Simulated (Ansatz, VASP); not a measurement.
Two plane-wave programs on Li

Contents of INCAR:

```
ALGO = Normal ; DIPOL = 0.5 0.5 0.500
EDIFF = 1E-6 ; ENCUT = 520
GGA = PE ; IDIPOL = 3
ISIF = 2 ; ISMEAR = -1
LASPH = T ; LCHARG = F
LDIPOL = T ; LREAL = F
LWAVE = F ; NBANDS = 18
NELM = 60 ; PREC = Accurate
SIGMA = 0.08
```

The input KPOINTS:

```
k-points
0
Gamma
  9 9 1
```

POSCAR

```
Li
1.0
    4.8518899234      0.0000000000      0.0000000000
   -2.4259449617      4.2018599300      0.0000000000
    0.0000000000      0.0000000000     24.9519000000
Li
6
Direct
    0.1666666665      0.3333333335      0.4007702936
    0.5000000005      0.9999999995      0.4404621761
    0.8333333335      0.6666666665      0.4801540586
    0.1666666665      0.3333333335      0.5198459411
    0.5000000005      0.9999999995      0.5595378239
    0.8333333335      0.6666666665      0.5992297064
```

Input for Ansatz:

```yaml
crystal:
  lattice:
    - [4.8518899234, 0.0, 0.0]
    - [-2.4259449617, 4.20185993, 0.0]
    - [0.0, 0.0, 24.9519]
  atoms:
    - { symbol: Li, position: [0.1666666665, 0.3333333335, 0.4007702936] }
    - { symbol: Li, position: [0.5000000005, 0.9999999995, 0.4404621761] }
    - { symbol: Li, position: [0.8333333335, 0.6666666665, 0.4801540586] }
    - { symbol: Li, position: [0.1666666665, 0.3333333335, 0.5198459411] }
    - { symbol: Li, position: [0.5000000005, 0.9999999995, 0.5595378239] }
    - { symbol: Li, position: [0.8333333335, 0.6666666665, 0.5992297064] }
kpoints:
  mp_grid: { grid: [9, 9, 1] }
scf:
  occupations: { method: fermi_dirac, width: 0.08 }
hamiltonian:
  xc: pbe
  pseudopotentials: { kind: paw }
output:
  forces: true
  stress: true
  eigenvalues: true
  populations: true
efield:
  axis: 3
  amplitude: 0
  dipole_correction: true
```

Alike in both runs: task single point; functional PBE; k mesh 9 × 9 × 1; occupations fermi-dirac, width 0.08 eV; no spin polarisation.

|  | VASP | Ansatz |
| --- | --- | --- |
| version | VASP 6.6.1 | Ansatz 0.2.0 |
| potentials or method | VASP PAW PBE potentials, release 64 (Li_sv) | PAW with Ansatz's default frozen-core files, scalar-relativistic |
| plane-wave cutoff (eV) | 520 | 420 |
| valence electrons in the cell | 18 | 18 |

|  | VASP | Ansatz | Ansatz less VASP |
| --- | --- | --- | --- |
| rms of the force components (eV/Å) | 0.057 | 0.058 | +0.0004 |

Atom by atom the forces differ by 0.002 eV/Å (rms over components). The functional is the same, so the differences come from potentials, cutoffs and numerics.

Noted on VASP's run: the cutoff is under 1.25 times that of the potentials, so the pressure is a little rough.
